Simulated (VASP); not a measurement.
Cl, 1 atom in the cell. The structure is cubic, space group Pm-3m (No. 221). Conventional cell: a = 2.875 Å, b = 2.875 Å, c = 2.875 Å, α = 90.00°, β = 90.00°, γ = 90.00°. Within 3.8 Å of Cl (site symmetry m-3m) lie 6 Cl at 2.87 Å. 

- Program: VASP 6.6.1
- Task: relaxation of cell and atoms
- Functional: LDA
- Potentials or basis: VASP PAW LDA potentials, release 64 (Cl)
- Cutoff: 600 eV
- k mesh: 15 × 15 × 15
- Occupations: fermi-dirac, width 0.08 eV
- Spin: no spin polarisation
- Dipole correction: no
- Further INCAR settings: ALGO = Normal; EDIFF = 1e-06; IBRION = 2; EDIFFG = -0.005; NSW = 60; ISIF = 3

Potentials or basis: VASP PAW LDA potentials, release 64 (Cl).

Command:

```bash
$ cat potpaw_LDA.64/Cl/POTCAR > POTCAR
$ mpirun -np 1 vasp_std > vasp.out
```

Hardware: 1 thread of Intel Xeon 8259CL, with other jobs on the host.

Question: How long does it take, and how much memory?

Answer: Run time: 39 s on 1 thread of Intel Xeon 8259CL, with other jobs on the host, peak memory 0.14 GiB. Counts: scf iterations 30, k points 120, ion steps 5.
